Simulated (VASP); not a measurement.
Here is a VASP 6.6.1 calculation.

The input INCAR:

```
PREC     = Accurate       # precision mode
ENCUT    = 520            # plane-wave cutoff, eV
EDIFF    = 1E-7           # SCF threshold, eV
ISMEAR   = 0              # smearing method
SIGMA    = 0.1            # smearing width, eV
LREAL    = False          # projectors in reciprocal space
LASPH    = True           # aspherical terms in the spheres
NELM     = 80             # most SCF steps
ALGO     = Normal         # electronic algorithm
ISIF     = 2              # what is computed and relaxed
LWAVE    = False          # write WAVECAR
LCHARG   = False          # write CHGCAR
GGA      = PS             # functional
NBANDS   = 14             # bands
```

KPOINTS

```
regular mesh
0
Gamma
  18 18 18
```

POSCAR

```
Rh
1.0
    0.0000000000      1.9218395385      1.9218395385
    1.9218395385      0.0000000000      1.9218395385
    1.9218395385      1.9218395385      0.0000000000
Rh
1
Direct
    0.0000000000      0.0000000000      0.0000000000
```

Potentials or basis: VASP PAW PBE potentials, release 64 (Rh_pv).

Command:

```console
$ cat potpaw_PBE.64/Rh_pv/POTCAR > POTCAR
$ mpirun -np 1 vasp_std > vasp.out
```

Question: Estimate the pressure.

Answer: -13.1 GPa.

Caveat: the cell differs from its parent crystal (strained); the PAW data sets were made with another functional, which shifts forces and pressure a little.
